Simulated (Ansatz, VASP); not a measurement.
## KI in VASP and in Ansatz

The input POSCAR:

```
KI
1.0
    6.0394505649      0.0000000000      0.0000000000
   -3.0197252825      5.2303176141      0.0000000000
    0.0000000000      0.0000000000      7.0391244471
K I
2 2
Direct
    0.3333333333      0.6666666667     -0.0625000000
    0.6666666667      0.3333333333      0.4375000000
    0.3333333333      0.6666666667      0.4375000000
    0.6666666667      0.3333333333      0.9375000000
```

INCAR.step1

```
SYSTEM = KI
ALGO = Normal
EDIFF = 1E-5
ENCUT = 520
GGA = PE
ISIF = 2
ISMEAR = 0
LASPH = .True.
LCHARG = .False.
LREAL = .False.
LWAVE = .True.
NBANDS = 24
NELM = 100
PREC = Accurate
SIGMA = 0.01
```

File INCAR.step2:

```
SYSTEM = KI
ALGO = Normal
EDIFF = 1E-6
ENCUT = 520
GGA = PE
HFSCREEN = 0.2079
ISIF = 2
ISMEAR = 0
ISTART = 1
LASPH = .True.
LCHARG = .False.
LHFCALC = .True.
LREAL = .False.
LWAVE = .False.
NBANDS = 24
NELM = 100
PREC = Accurate
PRECFOCK = Normal
SIGMA = 0.01
```

File KPOINTS:

```
k-points
0
Gamma
  3 3 2
  0 0 0
```

Input for Ansatz:

```yaml
crystal:
  lattice:
    - [6.0394505649, 0.0, 0.0]
    - [-3.0197252825, 5.2303176141, 0.0]
    - [0.0, 0.0, 7.0391244471]
  atoms:
    - { symbol: K, position: [0.3333333333, 0.6666666667, -0.0625] }
    - { symbol: K, position: [0.6666666667, 0.3333333333, 0.4375] }
    - { symbol: I, position: [0.3333333333, 0.6666666667, 0.4375] }
    - { symbol: I, position: [0.6666666667, 0.3333333333, 0.9375] }
kpoints:
  mp_grid: { grid: [3, 3, 2] }
hamiltonian:
  xc: hse06
scf:
  occupations: { method: fixed }
  n_extra_bands: 5
output:
  forces: true
  stress: true
  eigenvalues: true
  write_density: true
  write_potential: true
  elf: true
  volumetric_format: npy
```

Alike in both runs: task single point; functional HSE06; k mesh 3 × 3 × 2; no spin polarisation.

|  | VASP | Ansatz |
| --- | --- | --- |
| version | VASP 6.6.1 | Ansatz 0.2.0 |
| potentials or method | VASP PAW PBE potentials, release 64 (K_sv, I) | plane waves, PAW |
| plane-wave cutoff (eV) | 520 | 420 |
| occupations | gaussian, width 0.01 eV | fixed |
| valence electrons in the cell | 32 | 52 |

Ansatz gave:

```
gap on the k mesh at the Fermi level (eV)                     : 4.74
pressure (GPa)                                                : 0.2
traceless stress, the component that is largest in VASP (GPa) : 0.07
```

**Question.** What did VASP give for the same quantities?

**Answer.** gap on the k mesh at the Fermi level (eV): 4.73; pressure (GPa): 0.2; traceless stress, the component that is largest in VASP (GPa): 0.07.

VASP's potentials hold 32 valence electrons a cell and Ansatz's 52, so a difference there can come from the potentials and not from the codes. Ansatz's warnings: stress exchange threshold loose, stress scf threshold loose, xc potential rough in thin density.

The k mesh is coarse, so the values compare programs but aren't converged. Spin-orbit coupling is off throughout.
